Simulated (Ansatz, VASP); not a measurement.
## TaN: VASP beside Ansatz

Contents of INCAR:

```
PREC = Accurate
ENCUT = 520
EDIFF = 1E-7
ISMEAR = 0
SIGMA = 0.15
LREAL = False
LASPH = True
NELM = 60
ALGO = Normal
ISIF = 2
LWAVE = False
LCHARG = False
GGA = PS
NBANDS = 24
```

File KPOINTS:

```
Automatic mesh
0
Gamma
  15 15 8
```

POSCAR

```
TaN
1.0
    3.0047478704      0.0000000000      0.0000000000
   -1.5023739352      2.6021879877      0.0000000000
    0.0000000000      0.0000000000      5.8600190937
Ta N
2 2
Direct
   -0.0491488825      0.0000000000      0.0000000000
    0.0491488825      0.0000000000      0.5000000000
    0.3333333333      0.6666666667      0.2500000000
    0.6666666667      0.3333333333      0.7500000000
```

Input for Ansatz:

```yaml
crystal:
  lattice:
    - [3.0047478704, 0.0, 0.0]
    - [-1.5023739352, 2.6021879877, 0.0]
    - [0.0, 0.0, 5.8600190937]
  atoms:
    - { symbol: Ta, position: [-0.0491488825, 0.0, 0.0] }
    - { symbol: Ta, position: [0.0491488825, 0.0, 0.5] }
    - { symbol: "N", position: [0.3333333333, 0.6666666667, 0.25] }
    - { symbol: "N", position: [0.6666666667, 0.3333333333, 0.75] }
basis:
  ecutwfc: 520.0
kpoints:
  mp_grid: { grid: [15, 15, 8] }
hamiltonian:
  xc: pbesol
  pseudopotentials: { kind: paw, azcp: { folder: soft_1 } }
scf:
  occupations: { method: gaussian, width: 0.15 }
output:
  forces: true
  stress: true
  eigenvalues: true
```

Change from the starting cell: mode 4 frozen in at -0.142 Å, equal normal strain along x and y +0.0400.

Alike in both runs: task single point; functional PBEsol; k mesh 15 × 15 × 8; occupations gaussian, width 0.15 eV; no spin polarisation.

```csv
,VASP,Ansatz
version,VASP 6.6.1,Ansatz 0.2.0
potentials or method,"VASP PAW PBE potentials, release 64 (Ta_pv, N), cutoff 520 eV","scalar-relativistic, plane waves, PAW"
valence electrons in the cell,32,36
```

```tsv
	VASP	Ansatz	Ansatz less VASP
gap on the k mesh at the Fermi level (eV)	none	none	-
pressure (GPa)	-18.6	-19.3	-0.68
traceless stress, the component that is largest in VASP (GPa)	11.66	11.56	-0.105
rms of the force components (eV/Å)	0.648	0.643	-0.0044
```

VASP's potentials were made for PBE, not for PBEsol, and Ansatz warns of the same on its side. Atom by atom the forces differ by 0.004 eV/Å (rms over components). A gap of «none» marks a metal or a gap that the smearing closes. With one functional, cell and mesh, what is left measures potentials, basis and numerics. VASP's potentials hold 32 valence electrons a cell and Ansatz's 36, so a difference there can come from the potentials and not from the codes.

Spin-orbit coupling is off throughout.
